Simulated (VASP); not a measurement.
# GaSi62 (a cell with a defect) in VASP: notebook

Runs on GaSi62 (a cell with a defect). Level: PBE+D3(BJ). Tasks: single point.

Everything below comes from runs of VASP 6.6.1. Logs are shortened: lines on timing, memory, paths and dates and some standing lists are left out, and cuts for length are marked.

### Step 1. The cell of the first run

The cell holds a defect, 63 atoms: a = 10.860 Å, b = 10.860 Å, c = 10.860 Å, α = 90.00°, β = 90.00°, γ = 90.00°.

### Step 2. Single point, PBE+D3(BJ), collinear spin

INCAR reads:

```
PREC = Accurate
ENCUT = 520
EDIFF = 1E-7
ISMEAR = 0
SIGMA = 0.02
LREAL = Auto
LASPH = T
NELM = 150
ALGO = Normal
ISIF = 2
LWAVE = F
LCHARG = T
ISPIN = 2
MAGMOM = 0 0 0 0 0 0 0 0 0 0 0 0 0 0 0 0 0 0 0 0 0 0 0 0 0 0 0 0 0 0 0 0 0 0 0 0 0 0 0 0 0 0 0 0 0 0 0 0 0 0 0 0 0 0 0 0 0 0 0 0 0 0 1
LORBIT = 11
GGA = PE
IVDW = 12
LELF = T
LVHAR = T
NBANDS = 172
NELECT = 259.0
```

KPOINTS reads:

```
Automatic mesh
0
Gamma
  1 1 1
```

POSCAR reads:

```
GaSi62
1.0
   10.8600000000      0.0000000000      0.0000000000
    0.0000000000     10.8600000000      0.0000000000
    0.0000000000      0.0000000000     10.8600000000
Si Ga
62 1
Direct
    0.4988382615     -0.0008186820      0.0024242496
    0.6250228258      0.1250961793      0.1249988736
    0.7509476173      0.2512659926      0.0024631716
    0.8753364712      0.3761872420      0.1258910709
    0.7512214851     -0.0011015322      0.2502557288
    0.8734446921      0.1237821791      0.3769597733
   -0.0006486644      0.0005625253     -0.0008320041
    0.1262279843      0.1242566600      0.1259383459
    0.2515295850      0.2507693704     -0.0003812682
    0.3756502804      0.3744470336      0.1253928563
    0.4993690278      0.4985830353     -0.0003319349
    0.6258905782      0.6239475234      0.1259710210
    0.7495129904      0.7507893809     -0.0008827937
    0.8748778669      0.8752029881      0.1237884894
    0.2520658005     -0.0006598680      0.2517764225
    0.3786353056      0.1247476882      0.3784080648
    0.5010915677      0.2490025743      0.2509092249
    0.6253620188      0.3714929475      0.3783676650
    0.7507944655      0.4980847837      0.2518084060
    0.8753541100      0.6239835919      0.3737139629
    0.5053019731      0.0032056887      0.5051727892
    0.7470404919      0.2448948359      0.5050295351
    0.8734424642      0.3729344959      0.6261868065
    0.8765611645      0.1321937207      0.8762875362
    0.0002861410      0.5004124199      0.0000404622
    0.1251771791      0.6249418252      0.1248946572
    0.2497253115      0.7498245611      0.0000537151
    0.3739705656      0.8747743849      0.1258951517
   -0.0001010313      0.2507583311      0.2512507104
    0.1256062672      0.3744727728      0.3754182039
    0.2506311524      0.4995321478      0.2504000311
    0.3756818173      0.6245693641      0.3754439767
    0.4994056957      0.7502833630      0.2513231963
    0.6263760975      0.8767421437      0.3770517824
    0.0026989416     -0.0008292193      0.4986010825
    0.1253037389      0.1250825626      0.6247479521
    0.2511576285      0.2490554431      0.5008322834
    0.3786135686      0.3714823498      0.6251653712
    0.5010421651      0.4989148741      0.5008365043
    0.6250088323      0.6248017381      0.6247400937
    0.7509498154      0.7474059824      0.4986408339
    0.8765038747      0.8736332977      0.6177144861
    0.2504409823     -0.0011259146      0.7510491199
    0.3772061832      0.1237963751      0.8731732557
    0.5053905722      0.2447605837      0.7466622339
    0.6263716658      0.3729068652      0.8731993999
    0.7512246692      0.4996679337      0.7510335962
    0.8748895473      0.6261760107      0.8746681713
    0.0003213310      0.7497910045      0.2494591548
    0.1261305882      0.8748046419      0.3736724008
   -0.0001223165      0.4985872065      0.4991579729
    0.1262302460      0.6239446428      0.6256173462
    0.2515326211      0.7502972274      0.4991240527
    0.3771922159      0.8766984702      0.6261759803
    0.0027636430      0.2512416626      0.7506868595
    0.1261497570      0.3761977136      0.8750825563
    0.2520609718      0.4981045214      0.7505435690
    0.3739798253      0.6239930564      0.8751035299
    0.4988710742      0.7473803667      0.7506620572
    0.6179190430      0.8736317370      0.8762217540
   -0.0006328084      0.7507421336      0.7492806603
    0.1239509077      0.8752065614      0.8746823973
    0.7526955562     -0.0025164965      0.7524521453
```

Potentials or basis: VASP PAW PBE potentials, release 64 (Si, Ga_d).

The run is started by

```sh
$ cat potpaw_PBE.64/Si/POTCAR potpaw_PBE.64/Ga_d/POTCAR > POTCAR
$ mpirun -np 1 vasp_gam > vasp.out
```

OUTCAR:

```text
PREC = Accurate
   ENCUT = 520
   EDIFF = 1E-7
   ISMEAR = 0
   LREAL = Auto
   LASPH = T
   NELM = 150
   ISIF = 2
   ISPIN = 2
   LORBIT = 11
   GGA = PE
   IVDW = 12
   NELECT = 259.0
 IVDW          = 12

 ion  position               nearest neighbor table
   1  0.499  0.999  0.002-  60 2.33  28 2.34   2 2.35  44 2.36
   2  0.625  0.125  0.125-  17 2.34   3 2.35   1 2.35   5 2.37
   3  0.751  0.251  0.002-  24 2.33   4 2.34   2 2.35  46 2.36
   4  0.875  0.376  0.126-  19 2.33   3 2.34  25 2.35  29 2.35
   5  0.751  0.999  0.250-  14 2.34  34 2.34   6 2.34   2 2.37
   6  0.873  0.124  0.377-   5 2.34  35 2.36  22 2.36  29 2.38
[... 43 lines left out ...]
  50  0.126  0.875  0.374-  15 2.33  35 2.34  49 2.35  53 2.35
  51  1.000  0.499  0.499-  30 2.34  20 2.35  52 2.37  23 2.38
[... 9 lines left out ...]
  61  0.999  0.751  0.749-  48 2.35  62 2.35  52 2.37  42 2.37
  62  0.124  0.875  0.875-  43 2.34   7 2.35  61 2.35  27 2.36
  63  0.753  0.997  0.752-  42 2.40  60 2.40  24 2.40

  LATTYP: Found a simple cubic cell.
 ALAT       =    10.8600000000

  Lattice vectors:

 A1 = (  10.8600000000,   0.0000000000,   0.0000000000)
 A2 = (   0.0000000000,  10.8600000000,   0.0000000000)
 A3 = (   0.0000000000,   0.0000000000,  10.8600000000)

Analysis of symmetry for initial positions (statically):
=====================================================================
 Subroutine PRICEL returns:
 Original cell was already a primitive cell.

 Routine SETGRP: Setting up the symmetry group for a
 simple cubic supercell.

 Subroutine GETGRP returns: Found  1 space group operations
 (whereof  1 operations were pure point group operations)
 out of a pool of 48 trial point group operations.

The static configuration has the point symmetry C_1 .

Analysis of symmetry for dynamics (positions and initial velocities):
=====================================================================
 Subroutine PRICEL returns:
 Original cell was already a primitive cell.

 Routine SETGRP: Setting up the symmetry group for a
 simple cubic supercell.

 Subroutine GETGRP returns: Found  1 space group operations
 (whereof  1 operations were pure point group operations)
 out of a pool of 48 trial point group operations.

The dynamic configuration has the point symmetry C_1 .

Analysis of structural, dynamic, and magnetic symmetry:
=====================================================================
 Subroutine PRICEL returns:
 Original cell was already a primitive cell.

 Routine SETGRP: Setting up the symmetry group for a
 simple cubic supercell.

 Subroutine GETGRP returns: Found  1 space group operations
 (whereof  1 operations were pure point group operations)
 out of a pool of 48 trial point group operations.

The overall configuration has the point symmetry C_1 .

 Subroutine INISYM returns: Found  1 space group operations
 (whereof  1 operations are pure point group operations),
 and found     1 'primitive' translations

----------------------------------------------------------------------------------------

                                     Primitive cell

  volume of cell :    1280.8241

  direct lattice vectors                    reciprocal lattice vectors
    10.860000000  0.000000000  0.000000000     0.092081031  0.000000000  0.000000000
     0.000000000 10.860000000  0.000000000     0.000000000  0.092081031  0.000000000
     0.000000000  0.000000000 10.860000000     0.000000000  0.000000000  0.092081031

  length of vectors
    10.860000000 10.860000000 10.860000000     0.092081031  0.092081031  0.092081031

  position of ions in fractional coordinates (direct lattice)
     0.498838261  0.999181318  0.002424250
     0.625022826  0.125096179  0.124998874
     0.750947617  0.251265993  0.002463172
     0.875336471  0.376187242  0.125891071
[... 167 lines left out ...]
   ISPIN  =      2    spin polarized calculation?
   LNONCOLLINEAR =      F non collinear calculations
   LSORBIT =      F    spin-orbit coupling
   LASPH  =      T    aspherical Exc in radial PAW
   ENCUT  =  520.0 eV  38.22 Ry    6.18 a.u.  20.19 20.19 20.19*2*pi/ulx,y,z
   NELM   =    150;   NELMIN=  2; NELMDL= -5     # of ELM steps
   EDIFF  = 0.1E-06   stopping-criterion for ELM
   LREAL  =      T    real-space projection
   EDIFFG = 0.1E-05   stopping-criterion for IOM
   NSW    =      0    number of steps for IOM
   IBRION =     -1    ionic relax: 0-MD 1-quasi-New 2-CG
   NFREE  =      0    steps in history (QN), initial steepest desc. (CG)
   ISIF   =      2    stress and relaxation
   ISYM   =      2    0-nonsym 1-usesym 2-fastsym
   POTIM  = 0.5000    time-step for ionic-motion
   TEBEG  =    0.0;   TEEND  =   0.0 temperature during run
   PSTRESS=    0.0 pullay stress
   NELECT =     259.0000    total number of electrons
   NUPDOWN=      -1.0000    fix difference up-down
   EMIN   =  10.00;   EMAX   =-10.00  energy-range for DOS
   EFERMI =   0.00;   METHOD = LEGACY
   ISMEAR =     0;   SIGMA  =   0.02  broadening in eV -4-tet -1-fermi 0-gaus
   EFERMI_NEDOS =   21; number of points for ismear=-14 and -15
   IALGO  =     38    algorithm
   IMIX   =      4    mixing-type and parameters
     AMIX     =   0.40;   BMIX     =  1.00
     AMIX_MAG =   1.60;   BMIX_MAG =  1.00
  volume/ion in A,a.u.               =      20.33       137.20
  Fermi-wavevector in a.u.,A,eV,Ry     =   0.960900  1.815838 12.562655  0.923329
  Thomas-Fermi vector in A             =   2.090225
   LORBIT       =     11    0 simple, 1 ext, 2 COOP (PROOUT), +10 PAW based schemes
   GGA     = PE    functional components
   LHFCALC =     F    Hartree Fock is set to
   AEXX    =    0.0000 exact exchange contribution
   IVDW    =    12    specifies the selected vdW correction
   LEPSILON=     F    determine dielectric tensor
   LRPA    =     F    only Hartree local field effects (RPA)
 spin polarized calculation
 Gauss-broadening in eV      SIGMA  =   0.02
  energy-cutoff  :      520.00
  volume of cell :     1280.82
 maximum number of plane-waves:     17229
 NGX is ok and might be reduce to    84
   NGX = 41   NGY = 41   NGZ = 41

 number of electron     258.9999991 magnetization       0.9888924

 Free energy of the ion-electron system (eV)
  ---------------------------------------------------
  ext. energy  EPLUGINS =         0.00000000
  ---------------------------------------------------
  free energy    TOTEN  =      -341.95719042 eV

  energy without entropy =     -341.95674106  energy(sigma->0) =     -341.95696574

 E-fermi :   5.5274     XC(G=0):  -9.3178

 val. band max:        5.4914855784   @ k =   0.0000   0.0000   0.0000
 cond. band min:       5.5632997687   @ k =   0.0000   0.0000   0.0000
 fundamental gap:      0.0718141903
 Fermi energy:         5.5273926736

 spin component 1

 k-point     1 :       0.0000    0.0000    0.0000
  band No.  band energies     occupation
      1      -8.9846      1.00000
      2      -8.9536      1.00000
      3      -8.9536      1.00000
      4      -8.8475      1.00000
      5      -8.8475      1.00000
      6      -6.2260      1.00000
[... 133 lines left out ...]
    140       6.8891      0.00000
    141       6.8893      0.00000
 Fermi energy:         5.5273926736

 spin component 2

 k-point     1 :       0.0000    0.0000    0.0000
  band No.  band energies     occupation
      1      -8.9780      1.00000
      2      -8.9484      1.00000
      3      -8.9483      1.00000
      4      -8.8456      1.00000
      5      -8.8456      1.00000
      6      -6.2096      1.00000
[... 133 lines left out ...]
    140       6.8981      0.00000
    141       6.8990      0.00000
 [bands above 141 left out]

------------------------ aborting loop because EDIFF is reached ----------------------------------------

 Edisp (eV)  -19.82508

 E6    (eV) :   -11.5876

 E8    (eV) :    -8.2375

  FORCE on cell =-STRESS in cart. coord.  units (eV):
  Direction    XX          YY          ZZ          XY          YZ          ZX
  --------------------------------------------------------------------------------------
  -------------------------------------------------------------------------------------
  Total     -21.07246   -21.06698   -21.07632     2.80955     2.78720    -2.82311
  in kB     -26.35944   -26.35260   -26.36428     3.51446     3.48650    -3.53142
  external pressure =      -26.36 kB  Pullay stress =        0.00 kB

 VOLUME and BASIS-vectors are now :
 -----------------------------------------------------------------------------
  energy-cutoff  :      520.00
  volume of cell :     1280.82
      direct lattice vectors                 reciprocal lattice vectors
    10.860000000  0.000000000  0.000000000     0.092081031  0.000000000  0.000000000
     0.000000000 10.860000000  0.000000000     0.000000000  0.092081031  0.000000000
     0.000000000  0.000000000 10.860000000     0.000000000  0.000000000  0.092081031

 POSITION                                       TOTAL-FORCE (eV/Angst)
 -----------------------------------------------------------------------------------
      5.41738     10.85111      0.02633         0.000014      0.002041      0.003651
      6.78775      1.35854      1.35749         0.000127     -0.003255      0.001627
      8.15529      2.72875      0.02675         0.000577      0.000598      0.001816
      9.50615      4.08539      1.36718         0.002337      0.002379      0.000095
      8.15827     10.84804      2.71778         0.002018     -0.001601      0.000889
      9.48561      1.34427      4.09378         0.002295     -0.002798     -0.001985
[... 55 lines left out ...]
      1.34611      9.50474      9.49905        -0.002935     -0.000231      0.000867
      8.17427     10.83267      8.17163         0.008442     -0.008843      0.009257
 -----------------------------------------------------------------------------------
    total drift:                               -0.014324      0.001130      0.006119

  FREE ENERGIE OF THE ION-ELECTRON SYSTEM (eV)
  ---------------------------------------------------
  free  energy   TOTEN  =      -361.7822663250 eV

  energy  without entropy=     -361.7818169652  energy(sigma->0) =     -361.78204165

 total charge

# of ion       s       p       d       tot
------------------------------------------
    1        0.740   0.957   0.000   1.697
    2        0.739   0.951   0.000   1.690
    3        0.740   0.957   0.000   1.697
    4        0.740   0.955   0.000   1.695
    5        0.740   0.951   0.000   1.691
    6        0.743   0.935   0.000   1.678
[... 55 lines left out ...]
   62        0.738   0.951   0.000   1.689
   63        0.938   0.759   9.952  11.649
--------------------------------------------------
tot         47.042  59.058   9.952 116.053

 magnetization (x)

# of ion       s       p       d       tot
------------------------------------------
    1        0.000   0.009   0.000   0.009
    2        0.000   0.013   0.000   0.013
    3        0.000   0.009   0.000   0.009
    4        0.000   0.007   0.000   0.007
    5        0.000   0.012   0.000   0.012
    6        0.000   0.009   0.000   0.010
[... 55 lines left out ...]
   62        0.000   0.008   0.000   0.008
   63        0.004   0.013  -0.000   0.017
--------------------------------------------------
tot          0.012   0.438  -0.000   0.450
```

Run time: 30 min. Hardware: 1 thread of Intel Xeon 8259CL, shared host; peak memory 1.4 GiB.

Results:

* Free energy: -361.7823 eV
* Largest force: 0.015 eV/Å
* Net moment: 0.99 μB per cell
* Valence electrons inside the program's atomic spheres: Si 1.70, 1.69, 1.68, 1.62 (each value once); Ga 11.65
* Dispersion energy per atom: -0.315 eV

Forces on the atoms (eV/Å):
```
Si   0.000  0.002  0.004
Si   0.000 -0.003  0.002
Si   0.001  0.001  0.002
Si   0.002  0.002  0.000
Si   0.002 -0.002  0.001
Si   0.002 -0.003 -0.002
Si   0.002  0.001  0.001
Si   0.001 -0.003  0.001
Si  -0.002  0.003  0.002
Si   0.002  0.000  0.000
Si  -0.002  0.003  0.000
Si   0.002 -0.002  0.001
Si   0.000 -0.002  0.002
Si   0.001  0.001 -0.005
Si   0.002 -0.002  0.004
Si  -0.005  0.002 -0.006
Si  -0.003  0.004 -0.001
Si  -0.004  0.006 -0.005
Si   0.003 -0.001  0.002
Si   0.001  0.000 -0.002
Si  -0.001  0.002 -0.003
Si  -0.004  0.001  0.000
Si   0.003  0.001  0.002
Si  -0.002  0.002 -0.001
Si   0.004  0.005  0.002
Si   0.000 -0.001  0.003
Si  -0.005 -0.005  0.003
Si  -0.003 -0.001  0.000
Si   0.001  0.002  0.000
Si  -0.001  0.000  0.001
Si   0.004 -0.002  0.002
Si   0.000 -0.003  0.000
Si  -0.002 -0.001 -0.002
Si   0.000 -0.002 -0.003
Si   0.003  0.002 -0.001
Si  -0.002 -0.002  0.003
Si  -0.001  0.002 -0.003
Si  -0.003  0.003 -0.004
Si  -0.001  0.004 -0.004
Si   0.002  0.001  0.004
Si  -0.001 -0.002 -0.003
Si  -0.001  0.000 -0.003
Si   0.003  0.000  0.001
Si  -0.001 -0.003  0.000
Si  -0.004  0.001 -0.001
Si   0.000  0.001  0.001
Si   0.002 -0.001  0.000
Si   0.001  0.002  0.001
Si   0.002 -0.002 -0.003
Si   0.001 -0.002 -0.003
Si   0.001  0.003 -0.003
Si   0.001 -0.003  0.001
Si  -0.003 -0.001 -0.002
Si  -0.002 -0.001  0.000
Si   0.001  0.002  0.000
Si   0.000  0.003  0.000
Si   0.002 -0.002  0.004
Si  -0.004 -0.002  0.002
Si   0.000  0.000  0.000
Si  -0.001  0.000 -0.001
Si   0.003  0.000  0.000
Si  -0.003  0.000  0.001
Ga   0.008 -0.009  0.009
```

Levels at points of the mesh, in eV from the Fermi level:
Spin up:
```csv
k point,band 126,band 127,band 128,band 129,band 130,band 131,band 132,band 133,band 134,band 135
"(0.00, 0.00, 0.00)",-0.71,-0.71,-0.14,-0.14,-0.04,0.77,0.77,0.92,0.95,0.96
```
Spin down:
```
           k point  band 127  band 128  band 129  band 130  band 131  band 132
(0.00, 0.00, 0.00)     -0.70     -0.13     -0.13      0.04      0.77      0.77
```

Caveat: the k points lie up to 0.58 Å⁻¹ apart; the cell carries a net charge on a neutralising background, which shifts energy and pressure; the cell is charged against a uniform background, so pressure and absolute levels hang on convention.

[end of part 1 of 2]
